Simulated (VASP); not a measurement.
Set up this calculation in VASP 6.6.1, as the native input.

```
Task                   : single point
Functional             : PBE
Potentials or basis    : VASP PAW PBE potentials, release 64 (Hf_pv, N)
Cutoff                 : 520 eV
k mesh                 : 11 × 8 × 1
Occupations            : gaussian, width 0.1 eV
Spin                   : no spin polarisation
Dipole correction      : yes
Further INCAR settings : ALGO = Normal; EDIFF = 1e-06; NBANDS = 66; NELMDL = -8
```

The structure of HfN lies in POSCAR:

```
HfN
1.0
    3.2157753968      0.0000000000      0.0000000000
    0.0000000000      4.5477931797      0.0000000000
    0.0000000000      0.0000000000     24.6473261903
Hf N
7 7
Direct
    0.5000000000      0.5000000000      0.3042926418
    0.0000000000      0.0000000000      0.3695284279
    0.5000000000      0.5000000000      0.4347642139
    0.0000000000      0.0000000000      0.5000000000
    0.5000000000      0.5000000000      0.5652357861
    0.0000000000      0.0000000000      0.6304715721
    0.5000000000      0.5000000000      0.6957073582
    0.5000000000      0.0000000000      0.3042926418
    0.0000000000      0.5000000000      0.3695284279
    0.5000000000      0.0000000000      0.4347642139
    0.0000000000      0.5000000000      0.5000000000
    0.5000000000      0.0000000000      0.5652357861
    0.0000000000      0.5000000000      0.6304715721
    0.5000000000      0.0000000000      0.6957073582
```

These files were run (other wordings do the same):

INCAR

```
SYSTEM = HfN
PREC = Accurate
ENCUT = 520
EDIFF = 1E-6
ISMEAR = 0
SIGMA = 0.1
LREAL = .FALSE.
LASPH = .TRUE.
NELM = 120
ALGO = Normal
ISIF = 2
LWAVE = .FALSE.
LCHARG = .FALSE.
LDIPOL = .TRUE.
IDIPOL = 3
DIPOL = 0.5 0.5 0.500
GGA = PE
NBANDS = 66
GGA_COMPAT = .FALSE.
NELMDL = -8
```

KPOINTS

```
regular mesh
0
G
  11 8 1
  0 0 0
```

Potentials or basis: VASP PAW PBE potentials, release 64 (Hf_pv, N).

Launch:

```bash
$ cat potpaw_PBE.64/Hf_pv/POTCAR potpaw_PBE.64/N/POTCAR > POTCAR
$ mpirun -np 1 vasp_std > vasp.out
```

It gave:

```yaml
Largest_force: 1.458 eV/Å
Band_gap_on_the_k_mesh: zero (an odd number of electrons rules out a gap without spin polarisation)
```

Caveat: spin-orbit coupling is left out, which moves the levels of the heavy elements.

It took 15 min on 1 thread of Intel(R) Xeon(R) 6975P-C (Granite Rapids) (shared host), peak memory 0.74 GiB.
